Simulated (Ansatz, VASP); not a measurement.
# Two plane-wave programs on K2TaSb6

```
CELL_PARAMETERS angstrom
0.00000 5.03957 5.03957
5.03957 0.00000 5.03957
5.03957 5.03957 0.00000
ATOMIC_POSITIONS crystal
Ta 0.00000 0.00000 0.00000
Sb 0.76010 0.23990 0.76010
Sb 0.76010 0.23990 0.23990
Sb 0.23990 0.76010 0.23990
Sb 0.23990 0.76010 0.76010
Sb 0.76010 0.76010 0.23990
Sb 0.23990 0.23990 0.76010
K 0.75000 0.75000 0.75000
K 0.25000 0.25000 0.25000
```

Alike in both runs: task single point; functional r2SCAN; k mesh 6 × 6 × 6; no spin polarisation.

|  | VASP | Ansatz |
| --- | --- | --- |
| version | VASP 6.6.1 | Ansatz 0.2.0 |
| potentials or method | VASP PAW PBE potentials, release 64 (Ta_pv, Sb, K_sv), cutoff 520 eV | PAW plane waves |
| occupations | fermi-dirac, width 0.1 eV | fermi-dirac |
| valence electrons in the cell | 59 | 121 |

|  | VASP | Ansatz | Ansatz less VASP |
| --- | --- | --- | --- |
| pressure (GPa) | 15.5 | 15.5 | -0.04 |
| rms of the force components (eV/Å) | 2.544 | 2.538 | -0.0063 |

VASP's potentials were made for PBE, not for r2SCAN. Atom by atom the forces differ by 0.006 eV/Å (rms over components). VASP's potentials hold 59 valence electrons a cell and Ansatz's 121, so a difference there can come from the potentials and not from the codes.

Spin-orbit coupling is off throughout.
